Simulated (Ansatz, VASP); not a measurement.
## Sn: VASP beside Ansatz

File POSCAR:

```
Sn
1.0
   -1.7265390000      1.7755470000      2.3383420000
    1.7265390000     -1.7755470000      2.3383420000
    1.7265390000      1.7755470000     -2.3383420000
Sn
1
Direct
    0.0000000000      0.0000000000      0.0000000000
```

Contents of INCAR.step1:

```
SYSTEM = Sn
PREC = Accurate ; ENCUT = 520
ISMEAR = -1 ; SIGMA = 0.05
LREAL = .False. ; LASPH = .True.
NELM = 60 ; NBANDS = 13
GGA = PE ; ALGO = Normal
EDIFF = 1E-4 ; LWAVE = .True.
LCHARG = .False.
```

Contents of INCAR.step2:

```
SYSTEM = Sn
PREC = Accurate ; ENCUT = 520
EDIFF = 1E-6 ; ISMEAR = -1
SIGMA = 0.05 ; LREAL = .False.
LASPH = .True. ; NELM = 60
ALGO = Normal ; ISIF = 2
LWAVE = .False. ; LCHARG = .True.
METAGGA = R2SCAN ; LMIXTAU = .True.
LELF = .True. ; LVHAR = .True.
NBANDS = 13 ; ISTART = 1
```

The input KPOINTS:

```
Automatic mesh
0
Gamma
  11 11 11
  0 0 0
```

The input input.yaml:

```yaml
crystal:
  lattice:
    - [-1.726539, 1.775547, 2.338342]
    - [1.726539, -1.775547, 2.338342]
    - [1.726539, 1.775547, -2.338342]
  atoms:
    - { symbol: Sn, position: [0.0, 0.0, 0.0] }
hamiltonian:
  xc: r2scan
  pseudopotentials: { kind: paw }
kpoints:
  mp_grid: { grid: [11, 11, 11] }
  band_path:
    path:
      - [[0.0, 0.0, 0.0], [-0.3862939988, 0.3862939988, 0.3862939988], [-0.2804352521, 0.2804352521, 0.4921527456], [0.0, 0.0, 0.5], [0.25, 0.25, 0.25], [0.0, 0.5, 0.0], [0.3862939988, 0.6137060012, -0.3862939988], [0.5, 0.5, -0.5], [0.0, 0.0, 0.0], [0.3941412533, -0.3941412533, 0.3941412533], [0.5, 0.0, 0.0], [0.25, 0.25, 0.25]]
      - [[0.2804352521, -0.2804352521, 0.5078472544], [0.3941412533, -0.3941412533, 0.3941412533]]
      - [[0.6058587467, 0.3941412533, -0.3941412533], [0.5, 0.5, -0.5]]
    npoints: 14
scf:
  occupations: { method: fermi_dirac, width: 0.05 }
  n_extra_bands: 6
output:
  forces: true
  stress: true
  eigenvalues: true
  fatbands: true
```

Alike in both runs: functional r2SCAN; k mesh 11 × 11 × 11; occupations fermi-dirac, width 0.05 eV; no spin polarisation.

|  | VASP | Ansatz |
| --- | --- | --- |
| version | VASP 6.6.1 | Ansatz 0.2.0 |
| potentials or method | VASP PAW PBE potentials, release 64 (Sn_d) | Ansatz PAW |
| plane-wave cutoff (eV) | 520 | 500 |
| valence electrons in the cell | 14 | 14 |
| task | single point | band structure |

|  | VASP | Ansatz | Ansatz less VASP |
| --- | --- | --- | --- |
| gap on the k mesh at the Fermi level (eV) | none | none | - |
| pressure (GPa) | -2.2 | -2.2 | +0.03 |
| traceless stress, the component that is largest in VASP (GPa) | -0.88 | -0.88 | +0.001 |

VASP's potentials were made for PBE, not for r2SCAN. A gap of «none» marks a metal or a gap that the smearing closes.
